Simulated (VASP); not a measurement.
A run of VASP 6.6.1 is set up as follows.

File INCAR:

```
ALGO = Normal ; EDIFF = 1E-6
ENCUT = 600 ; GGA = PE
GGA_COMPAT = False ; ISIF = 2
ISMEAR = 0 ; LASPH = True
LCHARG = False ; LREAL = False
LWAVE = False ; NBANDS = 22
NELM = 120 ; PREC = Accurate
SIGMA = 0.1
```

Contents of KPOINTS:

```
k-points
0
Gamma
  16 16 16
```

File POSCAR:

```
IrC3
1.0
   -2.0745344866      2.0745344866      2.0745344866
    2.0745344866     -2.0745344866      2.0745344866
    2.0745344866      2.0745344866     -2.0745344866
Ir C
1 3
Direct
    0.0000000000      0.0000000000      0.0000000000
    0.0000000000      0.5000000000      0.5000000000
    0.5000000000      0.0000000000      0.5000000000
    0.5000000000      0.5000000000      0.0000000000
```

Potentials or basis: VASP PAW PBE potentials, release 64 (Ir_sv_GW, C).

Run with:

```bash
$ cat potpaw_PBE.64/Ir_sv_GW/POTCAR potpaw_PBE.64/C/POTCAR > POTCAR
$ mpirun -np 1 vasp_std > vasp.out
```

Problem. Estimate the band gap on the k mesh.

Solution. Zero (an odd number of electrons rules out a gap without spin polarisation).

Problem. What does it give for the pressure?

Solution. -0.4 GPa.

Caveat: spin-orbit coupling is left out, which moves the levels of the heavy elements.
